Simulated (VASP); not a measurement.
# InGa2P3 (I4/mmm) in VASP: relaxation of cell and atoms with PBE

Aim: the relaxation of cell and atoms of InGa2P3 with PBE.

Everything below comes from runs of VASP 6.6.1. Logs are shortened: lines on timing, memory, paths and dates and some standing lists are left out, and cuts for length are marked.

### 1 The cell of the first run

Symmetry: I4/mmm, No. 139, tetragonal system. Conventional cell: a = 3.867 Å, b = 3.867 Å, c = 16.408 Å, α = 90.00°, β = 90.00°, γ = 90.00°. In (site symmetry 4/mmm) has 6 P at 2.73 Å within 3.6 Å. Ga (site symmetry 4mm) has 6 P at 2.73 Å within 3.6 Å. Within 3.6 Å of P (site symmetry 4/mmm) lie 4 In at 2.73 Å and 2 Ga at 2.73 Å. Within 3.6 Å of P (site symmetry 4mm) lie 5 Ga at 2.73 Å and 1 In at 2.73 Å.

### 2 Relaxation of cell and atoms, PBE

INCAR

```
  PREC = Accurate
  ENCUT = 600
  EDIFF = 1E-7
  ISMEAR = 0
  SIGMA = 0.1
  LREAL = False
  LASPH = True
  NELM = 100
  ALGO = Normal
  ISIF = 3
  LWAVE = False
  LCHARG = False
  GGA = PE
  IBRION = 2
  NSW = 90
  EDIFFG = -0.04
```

KPOINTS

```
regular mesh
0
Gamma
  6 6 6
```

POSCAR

```
InGa2P3
1.0
   -1.9337037100      1.9337037100      8.2040100200
    1.9337037100     -1.9337037100      8.2040100200
    1.9337037100      1.9337037100     -8.2040100200
In Ga P
1 2 3
Direct
    0.5000000000      0.5000000000      0.0000000000
    0.8333333300      0.8333333300      0.0000000000
    0.1666666700      0.1666666700      0.0000000000
    0.0000000000      0.0000000000      0.0000000000
    0.6666666700      0.6666666700      0.0000000000
    0.3333333300      0.3333333300      0.0000000000
```

Potentials or basis: VASP PAW PBE potentials, release 64 (In_d, Ga_d, P).

Run with:

```
$ cat potpaw_PBE.64/In_d/POTCAR potpaw_PBE.64/Ga_d/POTCAR potpaw_PBE.64/P/POTCAR > POTCAR
$ mpirun -np 1 vasp_std > vasp.out
```

OUTCAR:

```text
PREC = Accurate
   ENCUT = 600
   EDIFF = 1E-7
   ISMEAR = 0
   LREAL = False
   LASPH = True
   NELM = 100
   ISIF = 3
   GGA = PE
   IBRION = 2
   NSW = 90
   EDIFFG = -0.04

 ion  position               nearest neighbor table
   1  0.500  0.500  0.000-   4 2.73   4 2.73   4 2.73   4 2.73   6 2.73   5 2.73
   2  0.833  0.833  0.000-   5 2.73   6 2.73   6 2.73   6 2.73   6 2.73   4 2.73
   3  0.167  0.167  0.000-   6 2.73   5 2.73   5 2.73   5 2.73   5 2.73   4 2.73
   4  0.000  0.000  0.000-   1 2.73   1 2.73   1 2.73   1 2.73   3 2.73   2 2.73
   5  0.667  0.667  0.000-   2 2.73   3 2.73   3 2.73   3 2.73   3 2.73   1 2.73
   6  0.333  0.333  0.000-   3 2.73   2 2.73   2 2.73   2 2.73   2 2.73   1 2.73

  LATTYP: Found a body centered tetragonal cell.
 ALAT       =     3.8674074200
 C/A-ratio  =     4.2426406784

  Lattice vectors:

 A1 = (  -1.9337037100,   1.9337037100,   8.2040100200)
 A2 = (   1.9337037100,  -1.9337037100,   8.2040100200)
 A3 = (   1.9337037100,   1.9337037100,  -8.2040100200)

Analysis of symmetry for initial positions (statically):
=====================================================================
 Subroutine PRICEL returns:
 Original cell was already a primitive cell.

 Routine SETGRP: Setting up the symmetry group for a
 body centered tetragonal supercell.

 Subroutine GETGRP returns: Found 16 space group operations
 (whereof 16 operations were pure point group operations)
 out of a pool of 16 trial point group operations.

The static configuration has the point symmetry D_4h.

Analysis of symmetry for dynamics (positions and initial velocities):
=====================================================================
 Subroutine PRICEL returns:
 Original cell was already a primitive cell.

 Routine SETGRP: Setting up the symmetry group for a
 body centered tetragonal supercell.

 Subroutine GETGRP returns: Found 16 space group operations
 (whereof 16 operations were pure point group operations)
 out of a pool of 16 trial point group operations.

The dynamic configuration has the point symmetry D_4h.

 Subroutine INISYM returns: Found 16 space group operations
 (whereof 16 operations are pure point group operations),
 and found     1 'primitive' translations

----------------------------------------------------------------------------------------

                                     Primitive cell

  volume of cell :     122.7061

  direct lattice vectors                    reciprocal lattice vectors
    -1.933703710  1.933703710  8.204010020     0.000000000  0.258571154  0.060945806
     1.933703710 -1.933703710  8.204010020     0.258571154  0.000000000  0.060945806
     1.933703710  1.933703710 -8.204010020     0.258571154  0.258571154  0.000000000

  length of vectors
     8.647785872  8.647785872  8.647785872     0.265656607  0.265656607  0.365674833

  position of ions in fractional coordinates (direct lattice)
     0.500000000  0.500000000  0.000000000
     0.833333330  0.833333330  0.000000000
     0.166666670  0.166666670  0.000000000
     0.000000000  0.000000000  0.000000000
     0.666666670  0.666666670  0.000000000
     0.333333330  0.333333330  0.000000000

  ion indices of the primitive-cell ions
   primitive index   ion index
                 1           1
                 2           2
                 3           3
                 4           4
                 5           5
                 6           6

----------------------------------------------------------------------------------------

 KPOINTS: regular mesh

Automatic generation of k-mesh.
 Grid dimensions read from file:
 generate k-points for:    6    6    6

 Generating k-lattice:

  Cartesian coordinates                     Fractional coordinates (reciprocal lattice)
     0.000000000  0.043095192  0.010157634     0.166666667  0.000000000  0.000000000
     0.043095192  0.000000000  0.010157634     0.000000000  0.166666667  0.000000000
     0.043095192  0.043095192  0.000000000     0.000000000  0.000000000  0.166666667

  Length of vectors
     0.044276101  0.044276101  0.060945805

  Shift w.r.t. Gamma in fractional coordinates (k-lattice)
     0.000000000  0.000000000  0.000000000

 Subroutine IBZKPT returns following result:
 ===========================================

 Found     30 irreducible k-points:

 Following reciprocal coordinates:
            Coordinates               Weight
  0.000000  0.000000  0.000000      1.000000
  0.166667  0.000000  0.000000      8.000000
  0.333333  0.000000  0.000000      8.000000
  0.500000  0.000000  0.000000      4.000000
  0.166667  0.166667  0.000000      8.000000
  0.333333  0.166667  0.000000     16.000000
[... 16 lines left out ...]
 -0.333333 -0.333333  0.166667      8.000000
 -0.166667 -0.333333  0.166667      8.000000
 [... further k-points ...]
   k-points           NKPTS =     30   k-points in BZ     NKDIM =     30   number of bands    NBANDS=     32
   number of dos      NEDOS =    301   number of ions     NIONS =      6
   total plane-waves  NPLWV = 343000
   dimension x,y,z NGX =    70 NGY =   70 NGZ =   70
   dimension x,y,z NGXF=   140 NGYF=  140 NGZF=  140
   ions per type =               1   2   3
   NGX,Y,Z   is equivalent  to a cutoff of  13.46, 13.46, 13.46 a.u.
   NGXF,Y,Z  is equivalent  to a cutoff of  26.91, 26.91, 26.91 a.u.
 SYSTEM =  unknown system
   PREC   = accura    normal or accurate (medium, high low for compatibility)
   ISTART =      0    job   : 0-new  1-cont  2-samecut
   ICHARG =      2    charge: 1-file 2-atom 10-const
   ISPIN  =      1    spin polarized calculation?
   LNONCOLLINEAR =      F non collinear calculations
   LSORBIT =      F    spin-orbit coupling
   LASPH  =      T    aspherical Exc in radial PAW
   ENCUT  =  600.0 eV  44.10 Ry    6.64 a.u.  17.27 17.27 17.27*2*pi/ulx,y,z
   NELM   =    100;   NELMIN=  2; NELMDL= -5     # of ELM steps
   EDIFF  = 0.1E-06   stopping-criterion for ELM
   LREAL  =      F    real-space projection
   EDIFFG = -.4E-01   stopping-criterion for IOM
   NSW    =     90    number of steps for IOM
   IBRION =      2    ionic relax: 0-MD 1-quasi-New 2-CG
   NFREE  =      1    steps in history (QN), initial steepest desc. (CG)
   ISIF   =      3    stress and relaxation
   ISYM   =      2    0-nonsym 1-usesym 2-fastsym
   POTIM  = 0.5000    time-step for ionic-motion
   TEBEG  =    0.0;   TEEND  =   0.0 temperature during run
   PSTRESS=    0.0 pullay stress
   NELECT =      54.0000    total number of electrons
   NUPDOWN=      -1.0000    fix difference up-down
   EMIN   =  10.00;   EMAX   =-10.00  energy-range for DOS
   EFERMI =   0.00;   METHOD = LEGACY
   ISMEAR =     0;   SIGMA  =   0.10  broadening in eV -4-tet -1-fermi 0-gaus
   EFERMI_NEDOS =   21; number of points for ismear=-14 and -15
   IALGO  =     38    algorithm
   IMIX   =      4    mixing-type and parameters
     AMIX     =   0.40;   BMIX     =  1.00
     AMIX_MAG =   1.60;   BMIX_MAG =  1.00
  volume/ion in A,a.u.               =      20.45       138.01
  Fermi-wavevector in a.u.,A,eV,Ry     =   1.245233  2.353150 21.097276  1.550606
  Thomas-Fermi vector in A             =   2.379465
   LORBIT       =      0    0 simple, 1 ext, 2 COOP (PROOUT), +10 PAW based schemes
   GGA     = PE    functional components
   LHFCALC =     F    Hartree Fock is set to
   AEXX    =    0.0000 exact exchange contribution
   IVDW    =     0    specifies the selected vdW correction
   LEPSILON=     F    determine dielectric tensor
   LRPA    =     F    only Hartree local field effects (RPA)
 conjugate gradient relaxation of ions
 non-spin polarized calculation
 Gauss-broadening in eV      SIGMA  =   0.10
  energy-cutoff  :      600.00
  volume of cell :      122.71
 maximum number of plane-waves:      4114
 NGX is ok and might be reduce to    70
   NGX = 35   NGY = 35   NGZ = 35

--------------------------------------- Ionic step        1  -------------------------------------------

 number of electron      54.0000005 magnetization

 Free energy of the ion-electron system (eV)
  ---------------------------------------------------
  ext. energy  EPLUGINS =         0.00000000
  ---------------------------------------------------
  free energy    TOTEN  =       -24.10477639 eV

  energy without entropy =      -24.08138044  energy(sigma->0) =      -24.09307841

------------------------ aborting loop because EDIFF is reached ----------------------------------------

  FORCE on cell =-STRESS in cart. coord.  units (eV):
  Direction    XX          YY          ZZ          XY          YZ          ZX
  --------------------------------------------------------------------------------------
  -------------------------------------------------------------------------------------
  Total       -4.4240123     -4.4240123     -4.5648803      0.0000000      0.0000000      0.0000000
  in kB      -57.7644804    -57.7644804    -59.6037990      0.0000000      0.0000000      0.0000000
  external PRESSURE =     -58.3775866 kB  Pullay stress =       0.0000000 kB

 VOLUME and BASIS-vectors are now :
 -----------------------------------------------------------------------------
  energy-cutoff  :      600.00
  volume of cell :      122.71
      direct lattice vectors                 reciprocal lattice vectors
    -1.933703710  1.933703710  8.204010020     0.000000000  0.258571154  0.060945806
     1.933703710 -1.933703710  8.204010020     0.258571154  0.000000000  0.060945806
     1.933703710  1.933703710 -8.204010020     0.258571154  0.258571154  0.000000000
[... 201 lines left out ...]
 POSITION                                       TOTAL-FORCE (eV/Angst)
 -----------------------------------------------------------------------------------
      0.00000      0.00000      7.90467         0.000000     -0.000000     -0.000000
      0.00000      0.00000     13.15168        -0.000000     -0.000000      0.001686
      0.00000      0.00000      2.65766        -0.000000     -0.000000     -0.001686
      0.00000      0.00000      0.00000         0.000000     -0.000000     -0.000000
      0.00000      0.00000     10.61898        -0.000000      0.000000      0.004112
      0.00000      0.00000      5.19036         0.000000     -0.000000     -0.004112
 -----------------------------------------------------------------------------------
    total drift:                                0.000000     -0.000000     -0.000000

  FREE ENERGIE OF THE ION-ELECTRON SYSTEM (eV)
  ---------------------------------------------------
  free  energy   TOTEN  =       -24.3670395354 eV

  energy  without entropy=      -24.3482862522  energy(sigma->0) =      -24.35766289

--------------------------------------- Ionic step        7  -------------------------------------------

 number of electron      54.0000008 magnetization

 Free energy of the ion-electron system (eV)
  ---------------------------------------------------
  ext. energy  EPLUGINS =         0.00000000
  ---------------------------------------------------
  free energy    TOTEN  =       -24.36724688 eV

  energy without entropy =      -24.34836335  energy(sigma->0) =      -24.35780511

 E-fermi :   6.5492     XC(G=0): -10.7053

 val. band max:        6.5233760611   @ k =  -0.3333   0.5000   0.3333
 cond. band min:       6.5653427243   @ k =  -0.3333   0.3333   0.3333
 fundamental gap:      0.0419666632
 Fermi energy:         6.5492328755

 k-point     1 :       0.0000    0.0000    0.0000
  band No.  band energies     occupation
      1      -8.1835      2.00000
      2      -8.1543      2.00000
      3      -8.0745      2.00000
      4      -8.0700      2.00000
      5      -8.0613      2.00000
      6      -8.0567      2.00000
[... 829 lines left out ...]
     31      11.2773      0.00000
     32      11.6247      0.00000

 [... further k-points ...]

------------------------ aborting loop because EDIFF is reached ----------------------------------------

  FORCE on cell =-STRESS in cart. coord.  units (eV):
  Direction    XX          YY          ZZ          XY          YZ          ZX
  --------------------------------------------------------------------------------------
  -------------------------------------------------------------------------------------
  Total       -0.1684406     -0.1684406     -0.1886530      0.0000000     -0.0000000      0.0000000
  in kB       -2.4035785     -2.4035785     -2.6920010      0.0000000     -0.0000000      0.0000000
  external PRESSURE =      -2.4997193 kB  Pullay stress =       0.0000000 kB

 VOLUME and BASIS-vectors are now :
 -----------------------------------------------------------------------------
  energy-cutoff  :      600.00
  volume of cell :      112.28
      direct lattice vectors                 reciprocal lattice vectors
    -1.882487704  1.882487704  7.920905256     0.000000000  0.265605985  0.063124098
     1.882487704 -1.882487704  7.920905256     0.265605985  0.000000000  0.063124098
     1.882487704  1.882487704 -7.920905256     0.265605985  0.265605985  0.000000000

 POSITION                                       TOTAL-FORCE (eV/Angst)
 -----------------------------------------------------------------------------------
      0.00000      0.00000      7.92091         0.000000      0.000000      0.000000
      0.00000      0.00000     13.17883        -0.000000     -0.000000     -0.003749
      0.00000      0.00000      2.66298        -0.000000     -0.000000      0.003749
      0.00000      0.00000     15.84181         0.000000      0.000000      0.000000
      0.00000      0.00000     10.64093        -0.000000     -0.000000      0.003583
      0.00000      0.00000      5.20088         0.000000      0.000000     -0.003583
 -----------------------------------------------------------------------------------
    total drift:                                0.000000      0.000000     -0.000000

  FREE ENERGIE OF THE ION-ELECTRON SYSTEM (eV)
  ---------------------------------------------------
  free  energy   TOTEN  =       -24.3672468789 eV

  energy  without entropy=      -24.3483633453  energy(sigma->0) =      -24.35780511

 reached required accuracy - stopping structural energy minimisation
```

Wall time 36 min (1 thread of Intel Xeon Platinum 8488C (Sapphire Rapids), shared host); peak memory 0.86 GiB.

Results:

- Free energy: -24.3672 eV
- Relaxed volume: 18.71 Å³/atom
- Relaxed cell: a = 8.356 Å, b = 8.356 Å, c = 8.356 Å, α = 153.96°, β = 153.96°, γ = 37.16°
- Space group after relaxing (to 0.1 Å): I4/mmm (No. 139)
- Energy gained by relaxing: 43.7 meV/atom
- Ionic steps: 7
- Pressure after relaxing: -0.2 GPa
- Largest force after relaxing: 0.004 eV/Å
- Band gap on the k mesh: zero (bands 27 and 28 overlap by 2.86 eV)

Forces on the atoms (eV/Å):
```
In   0.000  0.000  0.000
Ga   0.000  0.000 -0.004
Ga   0.000  0.000  0.004
P    0.000  0.000  0.000
P    0.000  0.000  0.004
P    0.000  0.000 -0.004
```

The path:
| step | energy change (eV) | largest force (eV/Å) | pressure (GPa) | volume (Å³) |
| --- | --- | --- | --- | --- |
| 1 | 0.0000 | 0.4260 | -5.84 | 122.71 |
| 2 | -0.2203 | 0.4916 | 1.66 | 109.94 |
| 3 | -0.2278 | 0.4866 | 0.29 | 111.71 |
| 4 | -0.2487 | 0.3063 | 0.27 | 111.62 |
| 5 | -0.2622 | 0.0193 | 0.33 | 111.47 |
| 6 | -0.2623 | 0.0041 | 0.33 | 111.48 |
| 7 | -0.2625 | 0.0037 | -0.25 | 112.28 |

Final structure:
```cif
data_structure
_symmetry_space_group_name_H-M 'P 1'
_symmetry_Int_Tables_number 1
_cell_length_a 8.3563
_cell_length_b 8.3563
_cell_length_c 8.3563
_cell_angle_alpha 153.962
_cell_angle_beta 153.962
_cell_angle_gamma 37.155
_cell_volume 112.28
loop_
_atom_site_label
_atom_site_type_symbol
_atom_site_fract_x
_atom_site_fract_y
_atom_site_fract_z
_atom_site_occupancy
In1 In 0.50000 0.50000 0.00000 1
Ga1 Ga 0.83190 0.83190 0.00000 1
Ga2 Ga 0.16810 0.16810 0.00000 1
P1 P 0.00000 0.00000 0.00000 1
P2 P 0.67170 0.67170 0.00000 1
P3 P 0.32830 0.32830 0.00000 1
```

Levels at points of the mesh, in eV from the Fermi level:
```csv
k point,band 23,band 24,band 25,band 26,band 27,band 28,band 29,band 30,band 31,band 32
"(0.00, 0.00, 0.00)",-2.07,-2.07,-1.53,-1.20,-0.08,-0.08,-0.07,1.04,3.98,4.23
"(0.50, 0.00, 0.00)",-2.26,-0.15,-0.12,0.14,0.16,2.01,2.32,2.85,3.10,3.21
"(0.50, 0.50, 0.00)",-4.87,-3.72,-3.28,-2.85,-2.56,-2.43,0.99,1.00,3.62,5.43
"(0.50, 0.50, 0.50)",-2.42,-1.94,-1.08,-1.08,-0.67,-0.67,2.49,3.33,3.58,4.39
```

Caveat: spin-orbit coupling is left out, which moves the levels of the heavy elements.

The gap in the log of VASP goes by the Fermi energy; the results here count the filled bands.